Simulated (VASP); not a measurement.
Input of a VASP 6.6.1 run:

INCAR

```
SYSTEM = CoO
  PREC = Accurate
  ENCUT = 520
  EDIFF = 1E-6
  ISMEAR = -1
  SIGMA = 0.05
  LREAL = .FALSE.
  LASPH = .TRUE.
  NELM = 150
  ALGO = Normal
  ISIF = 2
  LWAVE = .FALSE.
  LCHARG = .FALSE.
  ISPIN = 2
  MAGMOM = 2 0
  LORBIT = 11
  LMAXMIX = 4
  GGA = PE
  NBANDS = 18
```

Contents of KPOINTS:

```
regular mesh
0
G
  11 11 10
  0 0 0
```

File POSCAR:

```
CoO
1.0
    2.8562992300      0.0000000000      0.0000000000
   -1.4281496100      2.4736276900      0.0000000000
    0.0000000000      0.0000000000      2.7876065300
Co O
1 1
Direct
    0.0000000000      0.0000000000      0.0000000000
    0.6666666667      0.3333333333      0.5000000000
```

Potentials or basis: VASP PAW PBE potentials, release 64 (Co, O).

Command:

```console
$ cat potpaw_PBE.64/Co/POTCAR potpaw_PBE.64/O/POTCAR > POTCAR
$ mpirun -np 1 vasp_std > vasp.out
```

Task: Predict the band gap on the k mesh.

Result: Zero (filled and empty bands overlap).

Task: What does it give for the pressure?

Result: -8.2 GPa.

Task: What does it give for the site moments?

Result: Co +2.56; O +0.40 μB.

Task: What does it give for the net moment?

Result: 3.00 μB per cell.

Stress tensor (GPa, compression positive):
```
 -6.56   0.00   0.00
  0.00  -6.56   0.00
  0.00   0.00 -11.45
```

Caveat: a cell with one magnetic atom can't hold antiferromagnetic order, which such compounds often take; semilocal functionals often make such compounds metallic where correlation or magnetic order opens a gap, which also shifts bond lengths. With open d or f shells a metallic result of PBE can be an artefact of self-interaction; +U or a hybrid may open a gap.
